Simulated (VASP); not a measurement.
# SnTe (I4/mmm) in VASP: a series of runs, part 2 of 2

VASP 6.6.1. The steps go on from the part before.

## Step 3: Single point, LDA (strain +0.0050 x Voigt [0, 1, 0, 0, 0, 0])

Contents of INCAR:

```
PREC = Accurate
ENCUT = 520
EDIFF = 1E-7
ISMEAR = 0
SIGMA = 0.03
LREAL = F
LASPH = T
NELM = 100
ALGO = Normal
ISIF = 2
LWAVE = F
LCHARG = T
GGA = CA
LELF = T
LVHAR = T
NBANDS = 17
```

Contents of KPOINTS:

```
Automatic mesh
0
Gamma
  10 10 10
```

Contents of POSCAR:

```
SnTe
1.0
    0.0000000000      3.1722825000      3.1565000000
    3.1565000000      0.0000000000      3.1565000000
    3.1565000000      3.1722825000      0.0000000000
Sn Te
1 1
Direct
    0.0000000000      0.0000000000      0.0000000000
    0.5000000000      0.5000000000      0.5000000000
```

Potentials or basis: VASP PAW LDA potentials, release 64 (Sn_d, Te).

Run with:

```console
> cat potpaw_LDA.64/Sn_d/POTCAR potpaw_LDA.64/Te/POTCAR > POTCAR
> mpirun -np 1 vasp_std > vasp.out
```

Run time: 51 s. Hardware: 1 thread of Intel Xeon 6975P-C (Granite Rapids), shared host; peak memory 0.25 GiB.

Results (log left out):

```
Free energy            : -8.8169 eV
Pressure               : -1.9 GPa
Band gap on the k mesh : 0.09 eV, direct
```

Stress tensor (GPa, compression positive):
```
-1.71  0.00  0.00
 0.00 -2.30  0.00
 0.00  0.00 -1.71
```

Levels at points of the mesh, in eV from the valence-band top:
| k point | band 6 | band 7 | band 8 | band 9 | band 10 | band 11 | band 12 | band 13 | band 14 | band 15 |
| --- | --- | --- | --- | --- | --- | --- | --- | --- | --- | --- |
| (0.00, 0.00, 0.00) | -12.70 | -4.79 | -2.06 | -2.06 | -2.01 | 3.23 | 3.35 | 3.35 | 4.82 | 4.85 |
| (0.50, 0.00, 0.00) | -11.44 | -8.28 | -1.70 | -1.69 | 0.00 | 0.09 | 0.39 | 0.41 | 7.75 | 8.71 |
| (0.50, 0.50, 0.00) | -11.14 | -6.51 | -5.45 | -3.66 | -3.60 | 2.26 | 4.78 | 4.91 | 6.29 | 9.05 |
| (0.50, 0.00, 0.50) | -11.17 | -6.48 | -5.44 | -3.62 | -3.62 | 2.27 | 4.86 | 4.86 | 6.21 | 9.06 |

Caveat: the cell differs from its parent crystal (strain +0.0050 x Voigt [0, 1, 0, 0, 0, 0]); spin-orbit coupling is left out, which moves the levels of the heavy elements. A k mesh can miss the band edges.

## Step 4: Single point, LDA (strain +0.0100 x Voigt [0, 1, 0, 0, 0, 0])

Contents of INCAR:

```
SYSTEM = SnTe
ALGO = Normal ; EDIFF = 1E-6
ENCUT = 520 ; GGA = CA
ISIF = 2 ; ISMEAR = 0
LASPH = .TRUE. ; LCHARG = .TRUE.
LELF = .TRUE. ; LREAL = .FALSE.
LVHAR = .TRUE. ; LWAVE = .FALSE.
NBANDS = 17 ; NELM = 60
PREC = Accurate ; SIGMA = 0.03
```

Contents of KPOINTS:

```
k-points
0
G
  10 10 10
  0 0 0
```

Contents of POSCAR:

```
SnTe
1.0
    0.0000000000      3.1880650000      3.1565000000
    3.1565000000      0.0000000000      3.1565000000
    3.1565000000      3.1880650000      0.0000000000
Sn Te
1 1
Direct
    0.0000000000      0.0000000000      0.0000000000
    0.5000000000      0.5000000000      0.5000000000
```

Run with:

```console
> cat potpaw_LDA.64/Sn_d/POTCAR potpaw_LDA.64/Te/POTCAR > POTCAR
> mpirun -np 1 vasp_std > vasp.out
```

It took 42 s on 1 thread of Intel Xeon 6975P-C (Granite Rapids), shared host; peak memory 0.24 GiB.

The run converged. Its results:

| Property | Result |
| --- | --- |
| Free energy | -8.8120 eV |
| Pressure | -2.1 GPa |
| Band gap on the k mesh | 0.08 eV, direct |

Stress tensor (GPa, compression positive):
```
-1.73  0.00  0.00
 0.00 -2.87  0.00
 0.00  0.00 -1.73
```

Levels at points of the mesh, in eV from the valence-band top:
| k point | band 8 | band 9 | band 10 | band 11 | band 12 | band 13 |
| --- | --- | --- | --- | --- | --- | --- |
| (0.00, 0.00, 0.00) | -2.07 | -2.07 | -1.96 | 3.14 | 3.38 | 3.38 |
| (0.50, 0.00, 0.00) | -1.70 | -1.67 | 0.00 | 0.08 | 0.39 | 0.43 |
| (0.50, 0.50, 0.00) | -5.42 | -3.67 | -3.56 | 2.27 | 4.68 | 4.94 |
| (0.50, 0.00, 0.50) | -5.40 | -3.59 | -3.59 | 2.30 | 4.85 | 4.85 |

Caveat: the cell differs from its parent crystal (strain +0.0100 x Voigt [0, 1, 0, 0, 0, 0]); spin-orbit coupling is left out, which moves the levels of the heavy elements. A k mesh can miss the band edges.

## Step 5: Single point, LDA (strain +0.0150 x Voigt [0, 1, 0, 0, 0, 0])

Contents of INCAR:

```
  ALGO = Normal
  EDIFF = 1E-6
  ENCUT = 520
  GGA = CA
  ISIF = 2
  ISMEAR = 0
  LASPH = T
  LCHARG = F
  LREAL = F
  LWAVE = F
  NBANDS = 17
  NELM = 80
  PREC = Accurate
  SIGMA = 0.03
```

Contents of KPOINTS:

```
k-points
0
Gamma
  10 10 10
```

Contents of POSCAR:

```
SnTe
1.0
    0.0000000000      3.2038475000      3.1565000000
    3.1565000000      0.0000000000      3.1565000000
    3.1565000000      3.2038475000      0.0000000000
Sn Te
1 1
Direct
    0.0000000000      0.0000000000      0.0000000000
    0.5000000000      0.5000000000      0.5000000000
```

Potentials or basis: VASP PAW LDA potentials, release 64 (Sn_d, Te).

Run with:

```console
> cat potpaw_LDA.64/Sn_d/POTCAR potpaw_LDA.64/Te/POTCAR > POTCAR
> mpirun -np 1 vasp_std > vasp.out
```

OUTCAR:

```text
EDIFF = 1E-6
   ENCUT = 520
   GGA = CA
   ISIF = 2
   ISMEAR = 0
   LASPH = T
   LREAL = F
   NELM = 80
   PREC = Accurate

 ion  position               nearest neighbor table
   1  0.000  0.000  0.000-   2 3.16   2 3.16   2 3.16   2 3.16   2 3.20   2 3.20
   2  0.500  0.500  0.500-   1 3.16   1 3.16   1 3.16   1 3.16   1 3.20   1 3.20

  LATTYP: Found a body centered tetragonal cell.
 ALAT       =     4.4639651096
 C/A-ratio  =     1.4354267658

  Lattice vectors:

 A1 = (   0.0000000000,  -3.2038475000,   3.1565000000)
 A2 = (   0.0000000000,  -3.2038475000,  -3.1565000000)
 A3 = (   3.1565000000,   3.2038475000,   0.0000000000)

Analysis of symmetry for initial positions (statically):
=====================================================================
 Subroutine PRICEL returns:
 Original cell was already a primitive cell.

 Routine SETGRP: Setting up the symmetry group for a
 body centered tetragonal supercell.

 Subroutine GETGRP returns: Found 16 space group operations
 (whereof 16 operations were pure point group operations)
 out of a pool of 16 trial point group operations.

The static configuration has the point symmetry D_4h.

Analysis of symmetry for dynamics (positions and initial velocities):
[... 161 lines left out ...]

 val. band max:        6.4342477421   @ k =   0.5000   0.0000  -0.0000
 cond. band min:       6.5088065599   @ k =   0.5000   0.0000  -0.0000
 fundamental gap:      0.0745588178
 Fermi energy:         6.4715271499

 k-point     1 :       0.0000    0.0000    0.0000
  band No.  band energies     occupation
      1     -15.3027      2.00000
      2     -15.2977      2.00000
      3     -15.2935      2.00000
      4     -15.2935      2.00000
      5     -15.2895      2.00000
      6      -6.1886      2.00000
[... 457 lines left out ...]
      4     -15.2860      2.00000
      5     -15.2810      2.00000
      6      -5.0295      2.00000
[... 9 lines left out ...]
     16      15.6216      0.00000
     17      16.0878      0.00000

 [... further k-points ...]

------------------------ aborting loop because EDIFF is reached ----------------------------------------

  FORCE on cell =-STRESS in cart. coord.  units (eV):
  Direction    XX          YY          ZZ          XY          YZ          ZX
  --------------------------------------------------------------------------------------
  -------------------------------------------------------------------------------------
  Total       -0.6955181     -1.3544282     -0.6955181      0.0000000     -0.0000000      0.0000000
  in kB      -17.4544278    -33.9901565    -17.4544278      0.0000000     -0.0000000      0.0000000
  external PRESSURE =     -22.9663373 kB  Pullay stress =       0.0000000 kB

 VOLUME and BASIS-vectors are now :
 -----------------------------------------------------------------------------
  energy-cutoff  :      520.00
  volume of cell :       63.84
      direct lattice vectors                 reciprocal lattice vectors
     0.000000000  3.203847500  3.156500000    -0.158403295  0.156062359  0.158403295
     3.156500000  0.000000000  3.156500000     0.158403295 -0.156062359  0.158403295
     3.156500000  3.203847500  0.000000000     0.158403295  0.156062359 -0.158403295

 POSITION                                       TOTAL-FORCE (eV/Angst)
 -----------------------------------------------------------------------------------
      0.00000      0.00000      0.00000        -0.000000      0.000000      0.000000
      3.15650      3.20385      3.15650         0.000000      0.000000     -0.000000
 -----------------------------------------------------------------------------------
    total drift:                               -0.000000      0.000000      0.000000

  FREE ENERGIE OF THE ION-ELECTRON SYSTEM (eV)
  ---------------------------------------------------
  free  energy   TOTEN  =        -8.8059068733 eV

  energy  without entropy=       -8.8058779658  energy(sigma->0) =       -8.80589242
```

It took 48 s on 1 thread of Intel Xeon 6975P-C (Granite Rapids), shared host; peak memory 0.25 GiB.

Results:

| Quantity | Value |
| --- | --- |
| Free energy | -8.8059 eV |
| Pressure | -2.3 GPa |
| Band gap on the k mesh | 0.07 eV, direct |

Stress tensor (GPa, compression positive):
```
-1.75  0.00  0.00
 0.00 -3.40  0.00
 0.00  0.00 -1.75
```

Caveat: the cell differs from its parent crystal (strain +0.0150 x Voigt [0, 1, 0, 0, 0, 0]); spin-orbit coupling is left out, which moves the levels of the heavy elements.

## Step 6: Overview

```csv
cell,gap on the mesh (eV),pressure (GPa)
"a = 4.453, b = 4.464 Å, angles 59.9, 60.2, 59.9°, 2 atoms",0.12,-1.5
"a = 4.475, b = 4.464 Å, angles 60.1, 59.8, 60.1°, 2 atoms",0.09,-1.9
"a = 4.486, b = 4.464 Å, angles 60.2, 59.7, 60.2°, 2 atoms",0.08,-2.1
"a = 4.498, b = 4.464 Å, angles 60.2, 59.5, 60.2°, 2 atoms",0.07,-2.3
```

Alike in all rows: task single point; level LDA; potentials or basis VASP PAW LDA potentials, release 64 (Sn_d, Te); no spin polarisation; k mesh 10 × 10 × 10; cutoff (eV) 520; smearing gaussian 0.03 eV.

Caveats: spin-orbit coupling is left out, which moves the levels of the heavy elements.

Absolute energies hang on the potentials; compare differences alone.
